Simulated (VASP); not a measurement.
Input of a VASP 6.6.1 run:

POSCAR

```
Ru
1.0
    2.7023482466      0.0000000000      0.0000000000
   -1.3511741233      2.3403022314      0.0000000000
    0.0000000000      0.0000000000     27.7978966044
Ru
7
Direct
    0.3333333333      0.6666666667      0.2698045865
    0.6666666667      0.3333333333      0.3465363910
    0.3333333333      0.6666666667      0.4232681955
    0.6666666667      0.3333333333      0.5000000000
    0.3333333333      0.6666666667      0.5767318045
    0.6666666667      0.3333333333      0.6534636090
    0.3333333333      0.6666666667      0.7301954135
```

The input INCAR.step1:

```
PREC = Accurate
ENCUT = 520
ISMEAR = 0
SIGMA = 0.1
LREAL = False
LASPH = True
NELM = 100
LDIPOL = True
IDIPOL = 3
DIPOL = 0.5 0.5 0.500
NBANDS = 58
GGA = PE
ALGO = Normal
EDIFF = 1E-4
LWAVE = True
LCHARG = False
```

The input INCAR.step2:

```
PREC = Accurate
ENCUT = 520
EDIFF = 1E-6
ISMEAR = 0
SIGMA = 0.1
LREAL = False
LASPH = True
NELM = 100
ALGO = Normal
ISIF = 2
LWAVE = False
LCHARG = True
LDIPOL = True
IDIPOL = 3
DIPOL = 0.5 0.5 0.500
METAGGA = R2SCAN
LMIXTAU = True
LELF = True
LVHAR = True
LVACPOTAV = True
NBANDS = 58
ISTART = 1
```

KPOINTS

```
regular mesh
0
Gamma
  15 15 1
```

Potentials or basis: VASP PAW PBE potentials, release 64 (Ru_pv).

Command:

```console
$ cat potpaw_PBE.64/Ru_pv/POTCAR > POTCAR
$ cp INCAR.step1 INCAR
$ mpirun -np 1 vasp_std > vasp.out
$ cp INCAR.step2 INCAR
$ mpirun -np 1 vasp_std > vasp.out
```

(1) Predict the largest force.

(2) What does it give for the band gap on the k mesh?

## Answers

(1) 0.789 eV/Å.

(2) zero (bands 49 and 50 overlap by 2.63 eV).

Caveat: the PAW data sets were made with another functional, which shifts forces and pressure a little.
